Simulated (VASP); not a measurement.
Write the native input for VASP 6.6.1 that does the following.

| Quantity | Value |
| --- | --- |
| Task | single point |
| Functional | PBE |
| Potentials or basis | VASP PAW PBE potentials, release 64 (Rh_pv) |
| Cutoff | 520 eV |
| k mesh | 22 × 22 × 22 |
| Occupations | gaussian, width 0.15 eV |
| Spin | no spin polarisation |
| Dipole correction | no |
| Further INCAR settings | ALGO = Normal; EDIFF = 1e-06; NBANDS = 14 |

The structure of Rh lies in POSCAR:

```
Rh
1.0
    0.0000000000      1.8064725000      1.8540112500
    1.8064725000      0.0000000000      1.8540112500
    1.8064725000      1.8064725000      0.0000000000
Rh
1
Direct
    0.0000000000      0.0000000000      0.0000000000
```

This cell differs from its parent crystal: strain -0.050 along x and y, -0.025 along z.

The input as run:

INCAR

```
SYSTEM = Rh
PREC = Accurate ; ENCUT = 520
EDIFF = 1E-6 ; ISMEAR = 0
SIGMA = 0.15 ; LREAL = .False.
LASPH = .True. ; NELM = 60
ALGO = Normal ; ISIF = 2
LWAVE = .False. ; LCHARG = .False.
GGA = PE ; NBANDS = 14
```

KPOINTS

```
regular mesh
0
Gamma
  22 22 22
  0 0 0
```

Potentials or basis: VASP PAW PBE potentials, release 64 (Rh_pv).

Run with:

```bash
$ cat potpaw_PBE.64/Rh_pv/POTCAR > POTCAR
$ mpirun -np 1 vasp_std > vasp.out
```

It gave:

The pressure is 56.5 GPa. The band gap on the k mesh is zero (an odd number of electrons rules out a gap without spin polarisation).

Caveat: the cell differs from its parent crystal (strain -0.050 along x and y, -0.025 along z); the cell stands under pressure.

Wall time 62 s on 1 thread of Intel(R) Xeon(R) Platinum 8488C (Sapphire Rapids), on a shared host, peak memory 0.24 GiB.
